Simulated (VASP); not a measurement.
Runs of VASP 6.6.1 on MoRu3W. The structure is that of space group Pm-3m (No. 221), or close to it. The cells are those of the table. 

```csv
task,potentials or basis,spin,cell,cutoff (eV),second run,gap on the mesh (eV),pressure (GPa)
single point,"VASP PAW PBE potentials, release 64 (Mo_sv, Ru_pv, W_sv)",off,"a = 4.590 Å, 5 atoms",520,-,none,1.4
single point,"VASP PAW PBE potentials, release 64 (Mo_sv, Ru_pv, W_sv)","collinear, ferromagnetic start","a = 4.590 Å, 5 atoms",520,-,none,(a)
relaxation of cell and atoms,"VASP PAW PBE potentials, release 64 (Mo_sv, Ru_pv, W_sv)",off,"relaxed from a = 4.305 Å, 5 atoms",600,-,none,0.1
single point,"VASP PAW PBE potentials, release 64 (Mo_sv, Ru_sv, W_sv)",off,"a = 4.590 Å, 5 atoms",600,valence_matched,none,1.1
single point,"VASP PAW PBE potentials, release 64 (Mo_sv, Ru_pv, W_sv)",off,"a = 4.305 Å, 5 atoms",520,-,none,53.1
```

Alike in all rows: level PBE; k mesh 4 × 4 × 4; smearing gaussian 0.1 eV.

Problem. Fill in the values left out.

Solution. (a) 4.8.

Caveats: some runs use coarse meshes; spin-orbit coupling is left out, which moves the levels of the heavy elements.

A k mesh can miss the band edges, and the runs leave out spin-orbit coupling on Mo, Ru, W.

A gap of «none» marks levels without a gap at the run's occupations.

The runs don't all hold the same shells in valence.
